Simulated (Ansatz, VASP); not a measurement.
**Two plane-wave programs on P**

```
P
1.0
     2.44367    0.00000    0.00000
     0.00000    2.44367    0.00000
     0.00000    0.00000    2.44367
P
1
Direct
  0.00000 0.00000 0.00000
```

Alike in both runs: functional PBE; k mesh 12 × 12 × 12; occupations fermi-dirac, width 0.1 eV; no spin polarisation.

Ansatz relaxed the structure, and its values are those at the end. VASP's run is a single point on that final structure, the one shown.

|  | VASP | Ansatz |
| --- | --- | --- |
| version | VASP 6.6.1 | Ansatz 0.2.0 |
| potentials or method | VASP PAW PBE potentials, release 64 (P), cutoff 520 eV | plane waves (420 eV) with PAW, scalar-relativistic |
| valence electrons in the cell | 5 | 5 |

Ansatz gave:

```
pressure (GPa) : 0.0
```

**Question.** Estimate VASP's values.

**Answer.** Pressure (GPa): -0.3.
